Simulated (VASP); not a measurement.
# Ge6MoW2 (Fmmm) in VASP: a series of runs

Ge6MoW2 is run at these levels: PBE; tasks: single point.

All numbers are computed with VASP 6.6.1; they aren't measurements. Logs are shortened: lines on timing, memory, paths and dates and some standing lists are left out, and cuts for length are marked.

### Step 1. The cell of the first run

The structure is orthorhombic, space group Fmmm (No. 69). The conventional cell has a = 4.724 Å, b = 8.288 Å, c = 14.176 Å, α = 90.00°, β = 90.00°, γ = 90.00°. Within 3.5 Å of Ge (site symmetry m) lie 9 Ge at 2.69 to 3.34 Å and 1 Mo at 2.72 Å and 4 W at 2.72 to 2.80 Å. Ge (site symmetry m2m) has 9 Ge at 2.69 to 3.34 Å and 2 W at 2.71 Å and 3 Mo at 2.72 to 2.80 Å within 3.5 Å. Within 3.6 Å of Mo (site symmetry mmm) lie 10 Ge at 2.72 to 2.80 Å and 4 W at 3.34 Å. W (site symmetry mm2) has 10 Ge at 2.71 to 2.80 Å and 2 Mo at 3.34 Å and 2 W at 3.35 Å within 3.6 Å.

### Step 2. Single point, PBE

INCAR reads:

```
SYSTEM = Ge6MoW2
PREC = Accurate
ENCUT = 520
EDIFF = 1E-6
ISMEAR = 0
SIGMA = 0.1
LREAL = .False.
LASPH = .True.
NELM = 60
ALGO = Normal
ISIF = 2
LWAVE = .False.
LCHARG = .False.
GGA = PE
NBANDS = 73
```

KPOINTS reads:

```
regular mesh
0
Gamma
  4 4 4
  0 0 0
```

POSCAR reads:

```
Ge6MoW2
1.0
    0.0000000000      4.1441792000      7.0878524000
    2.3621601000      0.0000000000      7.0878524000
    2.3621601000      4.1441792000      0.0000000000
Ge Mo W
6 1 2
Direct
    0.0042180000      0.3287380000      0.6712620000
    0.3377910000      0.6622090000      0.3377910000
    0.6712620000      0.9957820000      0.0042180000
    0.3287380000      0.0042180000      0.9957820000
    0.6622090000      0.3377910000      0.6622090000
    0.9957820000      0.6712620000      0.3287380000
    0.0000000000      0.0000000000      0.0000000000
    0.6663520000      0.6663520000      0.3336480000
    0.3336480000      0.3336480000      0.6663520000
```

Potentials or basis: VASP PAW PBE potentials, release 64 (Ge_d, Mo_sv, W_sv).

The run is started by

```
$ cat potpaw_PBE.64/Ge_d/POTCAR potpaw_PBE.64/Mo_sv/POTCAR potpaw_PBE.64/W_sv/POTCAR > POTCAR
$ mpirun -np 1 vasp_std > vasp.out
```

OUTCAR:

```text
SYSTEM = Ge6MoW2
   PREC = Accurate
   ENCUT = 520
   EDIFF = 1E-6
   ISMEAR = 0
   LREAL = .False.
   LASPH = .True.
   NELM = 60
   ISIF = 2
   GGA = PE

 ion  position               nearest neighbor table
   1  0.004  0.329  0.671-   4 2.69   7 2.72   8 2.72   8 2.72   9 2.72   5 2.77   4 2.77   4 2.77
                             6 2.78   8 2.80
   2  0.338  0.662  0.338-   5 2.69   8 2.71   9 2.71   7 2.72   7 2.72   4 2.77   6 2.77   5 2.77
                             5 2.77   7 2.80
   3  0.671  0.996  0.004-   6 2.69   7 2.72   9 2.72   9 2.72   8 2.72   5 2.77   6 2.77   6 2.77
                             4 2.78   9 2.80
   4  0.329  0.004  0.996-   1 2.69   7 2.72   8 2.72   8 2.72   9 2.72   2 2.77   1 2.77   1 2.77
                             3 2.78   8 2.80
   5  0.662  0.338  0.662-   2 2.69   8 2.71   9 2.71   7 2.72   7 2.72   1 2.77   3 2.77   2 2.77
                             2 2.77   7 2.80
   6  0.996  0.671  0.329-   3 2.69   7 2.72   9 2.72   9 2.72   8 2.72   2 2.77   3 2.77   3 2.77
                             1 2.78   9 2.80
   7  0.000  0.000  0.000-   1 2.72   3 2.72   4 2.72   6 2.72   5 2.72   5 2.72   2 2.72   2 2.72
                             5 2.80   2 2.80   8 3.34   9 3.34   8 3.34   9 3.34
   8  0.666  0.666  0.334-   2 2.71   5 2.71   4 2.72   4 2.72   1 2.72   1 2.72   3 2.72   6 2.72
                             1 2.80   4 2.80   7 3.34   7 3.34   9 3.35   9 3.35
   9  0.334  0.334  0.666-   2 2.71   5 2.71   6 2.72   6 2.72   3 2.72   3 2.72   4 2.72   1 2.72
                             3 2.80   6 2.80   7 3.34   7 3.34   8 3.35   8 3.35

  LATTYP: Found a face centered orthorhombic cell.
 ALAT       =     4.7243202000
 B/A-ratio  =     1.7544023371
 C/A-ratio  =     3.0005808666

  Lattice vectors:

 A1 = (   0.0000000000,   4.1441792000,   7.0878524000)
 A2 = (   2.3621601000,   0.0000000000,   7.0878524000)
 A3 = (   2.3621601000,   4.1441792000,   0.0000000000)

Analysis of symmetry for initial positions (statically):
=====================================================================
 Subroutine PRICEL returns:
 Original cell was already a primitive cell.

 Routine SETGRP: Setting up the symmetry group for a
 face centered orthorhombic supercell.

 Subroutine GETGRP returns: Found  8 space group operations
 (whereof  8 operations were pure point group operations)
 out of a pool of  8 trial point group operations.

The static configuration has the point symmetry D_2h.

Analysis of symmetry for dynamics (positions and initial velocities):
=====================================================================
 Subroutine PRICEL returns:
 Original cell was already a primitive cell.

 Routine SETGRP: Setting up the symmetry group for a
 face centered orthorhombic supercell.

 Subroutine GETGRP returns: Found  8 space group operations
 (whereof  8 operations were pure point group operations)
 out of a pool of  8 trial point group operations.

The dynamic configuration has the point symmetry D_2h.

 Subroutine INISYM returns: Found  8 space group operations
 (whereof  8 operations are pure point group operations),
 and found     1 'primitive' translations

----------------------------------------------------------------------------------------

                                     Primitive cell

  volume of cell :     138.7690

  direct lattice vectors                    reciprocal lattice vectors
     0.000000000  4.144179200  7.087852400    -0.211670665  0.120651153  0.070543230
     2.362160100  0.000000000  7.087852400     0.211670665 -0.120651153  0.070543230
     2.362160100  4.144179200  0.000000000     0.211670665  0.120651153 -0.070543230

  length of vectors
     8.210473366  7.471107815  4.770117565     0.253648415  0.253648415  0.253648415

  position of ions in fractional coordinates (direct lattice)
     0.004218000  0.328738000  0.671262000
     0.337791000  0.662209000  0.337791000
     0.671262000  0.995782000  0.004218000
     0.328738000  0.004218000  0.995782000
     0.662209000  0.337791000  0.662209000
     0.995782000  0.671262000  0.328738000
     0.000000000  0.000000000  0.000000000
     0.666352000  0.666352000  0.333648000
     0.333648000  0.333648000  0.666352000

  ion indices of the primitive-cell ions
   primitive index   ion index
                 1           1
                 2           2
                 3           3
                 4           4
                 5           5
                 6           6
                 7           7
                 8           8
                 9           9

----------------------------------------------------------------------------------------

 KPOINTS: regular mesh

Automatic generation of k-mesh.
 Grid dimensions read from file:
 generate k-points for:    4    4    4

 Generating k-lattice:

  Cartesian coordinates                     Fractional coordinates (reciprocal lattice)
    -0.052917666  0.030162788  0.017635807     0.250000000  0.000000000  0.000000000
     0.052917666 -0.030162788  0.017635807     0.000000000  0.250000000  0.000000000
     0.052917666  0.030162788 -0.017635807     0.000000000  0.000000000  0.250000000

  Length of vectors
     0.063412104  0.063412104  0.063412104

  Shift w.r.t. Gamma in fractional coordinates (k-lattice)
     0.000000000  0.000000000  0.000000000

 Subroutine IBZKPT returns following result:
 ===========================================

 Found     18 irreducible k-points:

 Following reciprocal coordinates:
            Coordinates               Weight
  0.000000  0.000000  0.000000      1.000000
  0.250000  0.000000  0.000000      8.000000
  0.500000  0.000000  0.000000      4.000000
  0.250000  0.250000  0.000000      2.000000
  0.500000  0.250000  0.000000      8.000000
 -0.250000  0.250000 -0.000000      4.000000
[... 10 lines left out ...]
 -0.250000  0.250000  0.500000      2.000000
  0.000000  0.500000  0.500000      1.000000
   k-points           NKPTS =     18   k-points in BZ     NKDIM =     18   number of bands    NBANDS=     73
   number of dos      NEDOS =    301   number of ions     NIONS =      9
   total plane-waves  NPLWV = 129024
   dimension x,y,z NGX =    64 NGY =   56 NGZ =   36
   dimension x,y,z NGXF=   128 NGYF=  112 NGZF=   72
   ions per type =               6   1   2
   NGX,Y,Z   is equivalent  to a cutoff of  12.96, 12.46, 12.55 a.u.
   NGXF,Y,Z  is equivalent  to a cutoff of  25.92, 24.92, 25.09 a.u.
 SYSTEM =  Ge6MoW2
   PREC   = accura    normal or accurate (medium, high low for compatibility)
   ISTART =      0    job   : 0-new  1-cont  2-samecut
   ICHARG =      2    charge: 1-file 2-atom 10-const
   ISPIN  =      1    spin polarized calculation?
   LNONCOLLINEAR =      F non collinear calculations
   LSORBIT =      F    spin-orbit coupling
   LASPH  =      T    aspherical Exc in radial PAW
   ENCUT  =  520.0 eV  38.22 Ry    6.18 a.u.  15.27 13.89  8.87*2*pi/ulx,y,z
   NELM   =     60;   NELMIN=  2; NELMDL= -5     # of ELM steps
   EDIFF  = 0.1E-05   stopping-criterion for ELM
   LREAL  =      F    real-space projection
   EDIFFG = 0.1E-04   stopping-criterion for IOM
   NSW    =      0    number of steps for IOM
   IBRION =     -1    ionic relax: 0-MD 1-quasi-New 2-CG
   NFREE  =      0    steps in history (QN), initial steepest desc. (CG)
   ISIF   =      2    stress and relaxation
   ISYM   =      2    0-nonsym 1-usesym 2-fastsym
   POTIM  = 0.5000    time-step for ionic-motion
   TEBEG  =    0.0;   TEEND  =   0.0 temperature during run
   PSTRESS=    0.0 pullay stress
   NELECT =     126.0000    total number of electrons
   NUPDOWN=      -1.0000    fix difference up-down
   EMIN   =  10.00;   EMAX   =-10.00  energy-range for DOS
   EFERMI =   0.00;   METHOD = LEGACY
   ISMEAR =     0;   SIGMA  =   0.10  broadening in eV -4-tet -1-fermi 0-gaus
   EFERMI_NEDOS =   21; number of points for ismear=-14 and -15
   IALGO  =     38    algorithm
   IMIX   =      4    mixing-type and parameters
     AMIX     =   0.40;   BMIX     =  1.00
     AMIX_MAG =   1.60;   BMIX_MAG =  1.00
  volume/ion in A,a.u.               =      15.42       104.05
  Fermi-wavevector in a.u.,A,eV,Ry     =   1.585261  2.995709 34.192164  2.513053
  Thomas-Fermi vector in A             =   2.684753
   LORBIT       =      0    0 simple, 1 ext, 2 COOP (PROOUT), +10 PAW based schemes
   GGA     = PE    functional components
   LHFCALC =     F    Hartree Fock is set to
   AEXX    =    0.0000 exact exchange contribution
   IVDW    =     0    specifies the selected vdW correction
   LEPSILON=     F    determine dielectric tensor
   LRPA    =     F    only Hartree local field effects (RPA)
 non-spin polarized calculation
 Gauss-broadening in eV      SIGMA  =   0.10
  energy-cutoff  :      520.00
  volume of cell :      138.77
 maximum number of plane-waves:      3766
 NGX is ok and might be reduce to    64

 number of electron     125.9999978 magnetization

 Free energy of the ion-electron system (eV)
  ---------------------------------------------------
  ext. energy  EPLUGINS =         0.00000000
  ---------------------------------------------------
  free energy    TOTEN  =       -63.94469851 eV

  energy without entropy =      -63.93241193  energy(sigma->0) =      -63.93855522

 E-fermi :   9.9487     XC(G=0): -12.8060

 val. band max:        9.9371617286   @ k =   0.0000   0.5000   0.5000
 cond. band min:       9.9714132327   @ k =   0.5000   0.2500   0.2500
 fundamental gap:      0.0342515041
 Fermi energy:         9.9487461774

 k-point     1 :       0.0000    0.0000    0.0000
  band No.  band energies     occupation
      1     -64.0411      2.00000
      2     -64.0372      2.00000
      3     -50.9010      2.00000
      4     -28.3292      2.00000
      5     -28.3281      2.00000
      6     -28.2709      2.00000
[... 65 lines left out ...]
     72      13.4013      0.00000
     73      13.4657      0.00000
[... 1290 lines left out ...]
     72      14.0920      0.00000
     73      14.3787      0.00000

------------------------ aborting loop because EDIFF is reached ----------------------------------------

  FORCE on cell =-STRESS in cart. coord.  units (eV):
  Direction    XX          YY          ZZ          XY          YZ          ZX
  --------------------------------------------------------------------------------------
  -------------------------------------------------------------------------------------
  Total        0.0050509      0.1591438      0.6466325     -0.0000000      0.0000000      0.0000000
  in kB        0.0583162      1.8374171      7.4657866     -0.0000000      0.0000000      0.0000000
  external PRESSURE =       3.1205066 kB  Pullay stress =       0.0000000 kB

 VOLUME and BASIS-vectors are now :
 -----------------------------------------------------------------------------
  energy-cutoff  :      520.00
  volume of cell :      138.77
      direct lattice vectors                 reciprocal lattice vectors
     0.000000000  4.144179200  7.087852400    -0.211670665  0.120651153  0.070543230
     2.362160100  0.000000000  7.087852400     0.211670665 -0.120651153  0.070543230
     2.362160100  4.144179200  0.000000000     0.211670665  0.120651153 -0.070543230

 POSITION                                       TOTAL-FORCE (eV/Angst)
 -----------------------------------------------------------------------------------
      2.36216      2.79931      2.35994         0.000000      0.010673      0.001809
      2.36216      2.79973      7.08785         0.000000      0.019512     -0.000000
      2.36216      2.79931     11.81576         0.000000      0.010673     -0.001809
      2.36216      5.48905      2.35994         0.000000     -0.010673      0.001809
      2.36216      5.48863      7.08785         0.000000     -0.019512     -0.000000
      2.36216      5.48905     11.81576         0.000000     -0.010673     -0.001809
      0.00000      0.00000      0.00000         0.000000      0.000000     -0.000000
      2.36216      4.14418      9.44601         0.000000      0.000000     -0.005625
      2.36216      4.14418      4.72970         0.000000      0.000000      0.005625
 -----------------------------------------------------------------------------------
    total drift:                                0.000000      0.000000      0.000000

  FREE ENERGIE OF THE ION-ELECTRON SYSTEM (eV)
  ---------------------------------------------------
  free  energy   TOTEN  =       -63.9446985055 eV

  energy  without entropy=      -63.9324119292  energy(sigma->0) =      -63.93855522
```

It took 9.6 min on 1 thread of Intel Xeon 8259CL, shared host; peak memory 0.42 GiB.

What came out:

- Free energy: -63.9447 eV
- Pressure: 0.3 GPa
- Largest force: 0.020 eV/Å
- Band gap on the k mesh: zero (bands 63 and 64 overlap by 1.02 eV)

Forces in eV/Å, atoms in the order of the input:
```
Ge   0.000  0.011  0.002
Ge   0.000  0.020  0.000
Ge   0.000  0.011 -0.002
Ge   0.000 -0.011  0.002
Ge   0.000 -0.020  0.000
Ge   0.000 -0.011 -0.002
Mo   0.000  0.000  0.000
W    0.000  0.000 -0.006
W    0.000  0.000  0.006
```

Caveat: the k points lie up to 0.40 Å⁻¹ apart, too coarse for converged energies and pressures of a metal; spin-orbit coupling is left out, which moves the levels of the heavy elements.

### Step 3. Single point, PBE

This run uses another cell than the first one, of the same volume but with other edges.

INCAR reads:

```
PREC = Accurate
ENCUT = 520
EDIFF = 1E-6
ISMEAR = 0
SIGMA = 0.2
LREAL = False
LASPH = True
NELM = 100
ALGO = Normal
ISIF = 2
LWAVE = False
LCHARG = False
GGA = PE
NBANDS = 73
```

KPOINTS reads:

```
regular mesh
0
Gamma
  6 6 6
```

POSCAR reads:

```
Ge6MoW2
1.0
    4.7243202000      0.0000000000      0.0000000000
    2.3621601000      4.1441792000      0.0000000000
    2.3621601000      0.0000000000      7.0878524000
Ge Mo W
6 1 2
Direct
    0.9957820000      0.6754800000      0.3329560000
    0.6622090000      0.6755820000      0.0000000000
    0.3287380000      0.6754800000      0.6670440000
    0.6712620000      0.3245200000      0.3329560000
    0.3377910000      0.3244180000      0.0000000000
    0.0042180000      0.3245200000      0.6670440000
    0.0000000000      0.0000000000      0.0000000000
    0.3336480000      1.0000000000      0.3327040000
    0.6663520000      1.0000000000      0.6672960000
```

Potentials or basis: VASP PAW PBE potentials, release 64 (Ge_d, Mo_sv, W_sv).

The run is started by

```
$ cat potpaw_PBE.64/Ge_d/POTCAR potpaw_PBE.64/Mo_sv/POTCAR potpaw_PBE.64/W_sv/POTCAR > POTCAR
$ mpirun -np 1 vasp_std > vasp.out
```

Run time: 15 min. Hardware: 1 thread of Intel Xeon 8259CL, shared host; peak memory 0.5 GiB.

It converged, with:

```
Free energy            : -63.9267 eV
Pressure               : 0.4 GPa
Largest force          : 0.004 eV/Å
Band gap on the k mesh : zero (bands 63 and 64 overlap by 1.02 eV)
```

Forces in eV/Å, atoms in the order of the input:
```
Ge   0.000  0.004  0.001
Ge   0.000  0.004  0.000
Ge   0.000  0.004 -0.001
Ge   0.000 -0.004  0.001
Ge   0.000 -0.004  0.000
Ge   0.000 -0.004 -0.001
Mo   0.000  0.000  0.000
W    0.000  0.000  0.003
W    0.000  0.000 -0.003
```

Levels at points of the mesh, in eV from the Fermi level:
```csv
k point,band 61,band 62,band 63,band 64,band 65,band 66
"(0.00, 0.00, 0.00)",-1.96,-1.82,0.58,2.46,2.66,2.77
"(0.50, 0.00, 0.00)",-1.53,-1.50,-0.02,1.33,1.52,1.58
"(0.00, 0.50, 0.00)",-0.51,-0.51,-0.45,-0.44,0.62,0.89
"(0.00, 0.00, 0.50)",-1.35,-1.32,-1.21,1.22,1.51,2.20
"(0.00, 0.50, 0.50)",-1.07,-0.60,-0.49,-0.07,0.10,1.02
```

Caveat: spin-orbit coupling is left out, which moves the levels of the heavy elements.
